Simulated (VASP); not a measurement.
A run of VASP 6.6.1 is set up as follows.

Contents of INCAR:

```
PREC = Accurate
ENCUT = 600
EDIFF = 1E-6
ISMEAR = -1
SIGMA = 0.02
LREAL = False
LASPH = True
NELM = 120
ALGO = Normal
ISIF = 2
LWAVE = False
LCHARG = True
GGA = PE
LELF = True
LVHAR = True
NBANDS = 11
GGA_COMPAT = False
```

File KPOINTS:

```
Automatic mesh
0
Gamma
  8 8 8
```

POSCAR

```
MgSe
1.0
    0.0000000000      2.7461741268      2.6846175000
    2.7461741268      0.0000000000      2.6846175000
    2.7461741268      2.7461741268      0.0000000000
Mg Se
1 1
Direct
    0.0000000000      0.0000000000      0.0000000000
    0.5000000000      0.5000000000      0.5000000000
```

Potentials or basis: VASP PAW PBE potentials, release 64 (Mg, Se).

The run is started by

```sh
$ cat potpaw_PBE.64/Mg/POTCAR potpaw_PBE.64/Se/POTCAR > POTCAR
$ mpirun -np 1 vasp_std > vasp.out
```

(1) Predict the pressure.

(2) Estimate the band gap on the k mesh.

Answers

(1) 2.0 GPa.

(2) 1.70 eV, indirect (least direct gap 2.56 eV).
